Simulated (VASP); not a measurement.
Write the native input for VASP 6.6.1 that does the following.

| Quantity | Value |
| --- | --- |
| Task | single point |
| Functional | PBE |
| Potentials or basis | VASP PAW PBE potentials, release 64 (Hf_pv) |
| Cutoff | 500 eV |
| k mesh | 10 × 10 × 10 |
| Occupations | methfessel-paxton, width 0.2 eV |
| Spin | no spin polarisation |
| Dipole correction | no |
| Further INCAR settings | ALGO = Normal; EDIFF = 1e-06; NBANDS = 11 |

The structure of Hf lies in POSCAR:

```
Hf
1.0
   -1.8050000000      1.8050000000      1.8050000000
    1.8050000000     -1.8050000000      1.8050000000
    1.8050000000      1.8050000000     -1.8050000000
Hf
1
Direct
    0.0000000000      0.0000000000      0.0000000000
```

This isn't the form of Hf at room conditions, which is hcp.

One way to write it, as run:

INCAR

```
SYSTEM = Hf
ALGO     = Normal         ! electronic algorithm
EDIFF    = 1E-6           ! SCF threshold, eV
ENCUT    = 500            ! plane-wave cutoff, eV
GGA      = PE             ! functional
GGA_COMPAT= .False.      
ISIF     = 2              ! what is computed and relaxed
ISMEAR   = 1              ! smearing method
LASPH    = .True.         ! aspherical terms in the spheres
LCHARG   = .True.         ! write CHGCAR
LELF     = .True.         ! ELF
LREAL    = .False.        ! projectors in reciprocal space
LVHAR    = .True.       
LWAVE    = .False.        ! write WAVECAR
NBANDS   = 11             ! bands
NELM     = 120            ! most SCF steps
PREC     = Accurate       ! precision mode
SIGMA    = 0.2            ! smearing width, eV
```

KPOINTS

```
k-points
0
Gamma
  10 10 10
  0 0 0
```

Potentials or basis: VASP PAW PBE potentials, release 64 (Hf_pv).

Launch:

```bash
$ cat potpaw_PBE.64/Hf_pv/POTCAR > POTCAR
$ mpirun -np 1 vasp_std > vasp.out
```

It gave:

```json
{
  "Pressure": "-5.3 GPa",
  "Band gap on the k mesh": "zero (bands 5 and 6 overlap by 2.19 eV)"
}
```

Caveat: the cell stands under tension; spin-orbit coupling is left out, which moves the levels of the heavy elements.

Wall time 8 s on 1 thread of AMD EPYC 7R13 Processor (Zen 3), on a shared host, peak memory 0.11 GiB.
